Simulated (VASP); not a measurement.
Write the native input for VASP 6.6.1 that does the following.

```yaml
Task: single point
Functional: PBE
Potentials_or_basis: VASP PAW PBE potentials, release 64 (Si, C)
Cutoff: 520 eV
k_mesh: 2 × 2 × 2, shifted
Occupations: fermi-dirac, width 0.01 eV
Spin: no spin polarisation
Dipole_correction: no
Further_INCAR_settings: LREAL = Auto; ALGO = Normal; EDIFF = 1e-06; NBANDS = 88
```

The structure of Si16C17 (a cell with a defect) lies in POSCAR:

```
Si16C17
1.0
    6.1879230300      0.0000000600      0.0000000000
   -3.0939615600      5.3588985100      0.0000000000
    0.0000000000      0.0000000000     10.1287833600
Si C
16 17
Direct
    0.2893140000      0.1348208500      0.9370638100
    0.1671517800      0.3426668100      0.4371882000
    0.0040355000      0.0476967500      0.6791829600
   -0.0199072500      0.0023400700      0.1978473400
    0.3233434500      0.6679606600      0.9389839300
    0.1628934900      0.8377516300      0.4387446800
    0.0103224400      0.5014694000      0.6863758300
   -0.0100605700      0.5037453500      0.1898693100
    0.8162507100      0.1680557700      0.9440999300
    0.6631995200      0.3369709000      0.4372233000
    0.5049103200      0.0035161300      0.6831040900
    0.4854454100      0.0014188900      0.1886332300
    0.8228451200      0.6702193100      0.9502530000
    0.6577799500      0.8353936500      0.4365607800
    0.5126801300      0.5175217100      0.6855157700
    0.4867859000      0.4989330600      0.1856695200
    0.3561830500      0.1789965800      0.7365204500
    0.1570059200      0.3395504000      0.2532778500
   -0.0047013200      0.0056360100      0.4985991300
   -0.0333442800      0.0010755400      0.0185943400
    0.3420821100      0.6716053700      0.7501832000
    0.1521704500      0.8375665600      0.2532037200
   -0.0015240300      0.5039527000      0.5011251900
   -0.0107268200      0.5028920000      0.0036590600
    0.8291332300      0.1774566100      0.7529900200
    0.6553298400      0.3366421500      0.2510356300
    0.4977271000      0.0027080000      0.4991738900
    0.4822394000     -0.0010153800      0.0029803500
    0.8579686800      0.6703548700      0.7498034100
    0.6456260100      0.8314018900      0.2535513800
    0.5020638600      0.5060286300      0.5011224500
    0.4790447700      0.4891040900     -0.0010320900
    0.0845256200     -0.0904371900      0.8107551800
```

The input as run:

INCAR

```
ALGO = Normal
EDIFF = 1E-6
ENCUT = 520
GGA = PE
GGA_COMPAT = False
ISIF = 2
ISMEAR = -1
LASPH = True
LCHARG = True
LELF = True
LREAL = Auto
LVHAR = True
LWAVE = False
NBANDS = 88
NELM = 120
PREC = Accurate
SIGMA = 0.01
```

KPOINTS

```
Automatic mesh
0
Gamma
  2 2 2
  0.5 0.5 0.5
```

Potentials or basis: VASP PAW PBE potentials, release 64 (Si, C).

Run with:

```console
$ cat potpaw_PBE.64/Si/POTCAR potpaw_PBE.64/C/POTCAR > POTCAR
$ mpirun -np 1 vasp_std > vasp.out
```

It gave:

* Pressure: 4.8 GPa
* Largest force: 0.691 eV/Å
* Band gap on the k mesh: 0.41 eV

Caveat: the k points lie up to 0.59 Å⁻¹ apart.

Wall time 17 min on 1 thread of Oxide Virtual Turin-like Processor, with other jobs on the host, peak memory 0.49 GiB.
